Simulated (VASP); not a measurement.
## TiO2: single point with PBE+U

Crystal: TiO2.

```
CELL_PARAMETERS angstrom
-2.05602 2.05602 4.21402
2.05602 -2.05602 4.21402
2.05602 2.05602 -4.21402
ATOMIC_POSITIONS crystal
Ti 0.00000 0.00000 0.00000
Ti 0.75000 0.25000 0.50000
O 0.22057 0.22057 0.00000
O 0.97057 0.47057 0.50000
O 0.52943 0.02943 0.50000
O 0.77943 0.77943 0.00000
```

This cell differs from its parent crystal: atoms shifted along a free coordinate, c/a of the conventional cell at fixed volume 2.0496.

```json
{
  "Program": "VASP 6.6.1",
  "Task": "single point",
  "Functional": "PBE",
  "Potentials or basis": "VASP PAW PBE potentials, release 64 (Ti_sv, O)",
  "Cutoff": "520 eV",
  "k mesh": "8 × 8 × 8",
  "Occupations": "gaussian, width 0.05 eV",
  "Spin": "no spin polarisation",
  "Hubbard terms": "Ti d U = 4.0 eV",
  "Dipole correction": "no",
  "Further INCAR settings": "ALGO = Normal; EDIFF = 1e-06; NBANDS = 33"
}
```

* Pressure: 3.5 GPa
* Largest force: 1.140 eV/Å
* Band gap on the k mesh: 2.27 eV (least direct gap 2.44 eV)

Forces on the atoms (eV/Å):
```
Ti   0.000  0.000  0.000
Ti   0.000  0.000  0.000
O    0.000  0.000  1.140
O    0.000  0.000  1.140
O    0.000  0.000 -1.140
O    0.000  0.000 -1.140
```

Stress tensor (GPa, compression positive):
```
-10.78   0.00   0.00
  0.00 -10.78   0.00
  0.00   0.00  32.03
```

Levels at points of the mesh, in eV from the valence-band top:
```csv
k point,band 22,band 23,band 24,band 25,band 26,band 27
"(0.00, 0.00, 0.00)",-0.41,-0.41,-0.18,2.27,3.56,3.84
"(0.50, 0.00, 0.00)",-0.96,-0.64,-0.24,3.48,3.57,3.88
"(0.50, 0.50, 0.00)",-1.61,0.00,0.00,3.96,3.96,4.23
"(0.50, 0.50, 0.50)",-0.96,-0.60,-0.60,2.88,2.88,3.77
```

Eigenvalues of the final occupation matrices:
```tsv
site	spin	trace	eigenvalues
site 1 d	1	0.81	0.08 0.12 0.12 0.19 0.31
site 1 d	2	0.81	0.08 0.12 0.12 0.19 0.31
site 2 d	1	0.81	0.08 0.12 0.12 0.19 0.31
site 2 d	2	0.81	0.08 0.12 0.12 0.19 0.31
```

Run time: 79 s on 1 thread of Intel(R) Xeon(R) 6975P-C (Granite Rapids), with other jobs on the host, peak memory 0.29 GiB.

Caveat: the cell stands under pressure; forces of over 1 eV/Å act on the atoms, so gaps and moduli don't describe the material at rest. A k mesh can miss the band edges.
